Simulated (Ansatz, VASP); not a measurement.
**Two plane-wave programs on InPd**

INCAR

```
ALGO = Fast ; EDIFF = 1E-6
ENCUT = 520 ; GGA = PE
ISIF = 2 ; ISMEAR = 0
LASPH = T ; LCHARG = F
LREAL = F ; LWAVE = F
NBANDS = 18 ; NELM = 100
PREC = Accurate ; SIGMA = 0.1
```

KPOINTS

```
k-points
0
Gamma
  14 14 14
```

File POSCAR:

```
InPd
1.0
    3.2718748111      0.0000000000      0.0000000000
    0.0000000000      3.2718748111      0.0000000000
    0.0000000000      0.0000000000      3.2718748111
In Pd
1 1
Direct
    0.0000000000      0.0000000000      0.0000000000
    0.5000000000      0.5000000000      0.5000000000
```

Input for Ansatz:

```yaml
crystal:
  lattice:
    - [3.2718748111, 0.0, 0.0]
    - [0.0, 3.2718748111, 0.0]
    - [0.0, 0.0, 3.2718748111]
  atoms:
    - { symbol: In, position: [0.0, 0.0, 0.0] }
    - { symbol: Pd, position: [0.5, 0.5, 0.5] }
basis:
  ecutwfc: 420
kpoints:
  mp_grid: { grid: [14, 14, 14] }
hamiltonian:
  xc: pbe
scf:
  occupations: { method: gaussian, width: 0.1 }
output:
  forces: true
  stress: true
  eigenvalues: true
```

Alike in both runs: task single point; functional PBE; k mesh 14 × 14 × 14; occupations gaussian, width 0.1 eV; no spin polarisation.

|  | VASP | Ansatz |
| --- | --- | --- |
| version | VASP 6.6.1 | Ansatz 0.2.0 |
| potentials or method | VASP PAW PBE potentials, release 64 (In_d, Pd), cutoff 520 eV | scalar-relativistic, plane waves, PAW |
| valence electrons in the cell | 23 | 31 |

Ansatz gave:

```
gap on the k mesh at the Fermi level (eV) : none
pressure (GPa)                            : 3.6
```

Problem. Estimate VASP's values.

Solution. gap on the k mesh at the Fermi level (eV): none; pressure (GPa): 3.7.

A gap of «none» marks a metal or a gap that the smearing closes. With one functional, cell and mesh, what is left measures potentials, basis and numerics. VASP's potentials hold 23 valence electrons a cell and Ansatz's 31, so a difference there can come from the potentials and not from the codes.
